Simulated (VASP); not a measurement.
Here is a VASP 6.6.1 calculation.

File INCAR:

```
SYSTEM = Re
ALGO = Normal
EDIFF = 1E-6
ENCUT = 410
GGA = CA
GGA_COMPAT = .FALSE.
ISIF = 2
ISMEAR = 0
LASPH = .TRUE.
LCHARG = .TRUE.
LELF = .TRUE.
LREAL = .FALSE.
LVHAR = .TRUE.
LWAVE = .FALSE.
NBANDS = 110
NELM = 120
PREC = Accurate
SIGMA = 0.05
```

Contents of KPOINTS:

```
k-points
0
G
  4 3 4
  0 0 0
```

File POSCAR:

```
Re
1.0
    5.5200000000      0.0000000000      0.0000000000
   -4.1400000000      7.1706900000      0.0000000000
    0.0000000000      0.0000000000      4.4574000000
Re
13
Direct
    0.0030634018      0.0333120116     -0.0051971747
    0.2114737219      0.2278498729      0.5334151054
    0.0862646165      0.3653617691      0.0589575183
    0.2192309125      0.5767637353      0.5241093579
   -0.0102118627      0.6270064519     -0.0127609419
    0.1067791677      0.8593729460      0.3529308894
    0.3649626211     -0.0623029866     -0.2070897201
    0.7563387124      0.2792236306      0.6324473115
    0.5142767956      0.3353334126      0.0520213908
    0.6754440156      0.5521299416      0.5259240622
    0.5462354609      0.6878327987      0.0411029266
    0.7194574274      0.8805217650      0.5544868385
    0.6290634092      0.0782055514      0.2215912360
```

Potentials or basis: VASP PAW LDA potentials, release 64 (Re_sv_GW).

Run with:

```bash
$ cat potpaw_LDA.64/Re_sv_GW/POTCAR > POTCAR
$ mpirun -np 1 vasp_std > vasp.out
```

**Question.** Predict the largest force.

**Answer.** 0.040 eV/Å.

**Question.** Estimate the pressure.

**Answer.** 45.5 GPa.

**Question.** Predict the band gap on the k mesh.

**Answer.** Zero (an odd number of electrons rules out a gap without spin polarisation).

Forces in eV/Å, atoms in the order of the input:
```
Re   0.016  0.008 -0.010
Re   0.007 -0.014 -0.008
Re   0.005  0.000  0.000
Re  -0.003  0.015 -0.010
Re  -0.009 -0.001 -0.001
Re   0.031  0.023  0.011
Re  -0.002 -0.004  0.005
Re  -0.001 -0.021 -0.006
Re  -0.003 -0.002  0.011
Re  -0.007 -0.016  0.007
Re   0.001  0.025  0.001
Re  -0.010  0.003  0.013
Re  -0.024 -0.015 -0.014
```

Caveat: spin-orbit coupling is left out, which moves the levels of the heavy elements.
